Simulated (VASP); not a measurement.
A run of VASP 6.6.1:

The input INCAR:

```
  PREC = Accurate
  ENCUT = 600
  EDIFF = 1E-6
  ISMEAR = -1
  SIGMA = 0.1
  LREAL = False
  LASPH = True
  NELM = 60
  ALGO = Normal
  ISIF = 3
  LWAVE = False
  LCHARG = False
  GGA = CA
  IBRION = 2
  NSW = 32
  EDIFFG = -0.005
  PSTRESS = 120.0
```

KPOINTS

```
Automatic mesh
0
Gamma
  16 16 16
```

The input POSCAR:

```
Mg
1.0
    0.0000000000      2.0695442590      2.0695442590
    2.0695442590      0.0000000000      2.0695442590
    2.0695442590      2.0695442590      0.0000000000
Mg
1
Direct
    0.0000000000      0.0000000000      0.0000000000
```

Potentials or basis: VASP PAW LDA potentials, release 64 (Mg).

Launch:

```sh
$ cat potpaw_LDA.64/Mg/POTCAR > POTCAR
$ mpirun -np 1 vasp_std > vasp.out
```

Hardware: 1 thread of AMD EPYC 9R45 96-Core Processor (Zen 5), on a shared host.

Q: How long does it take, and how much memory?

A: Wall time 8.6 s on 1 thread of AMD EPYC 9R45 96-Core Processor (Zen 5) (shared host), peak memory 0.11 GiB. Counts: scf iterations 14, k points 145, ion steps 3.
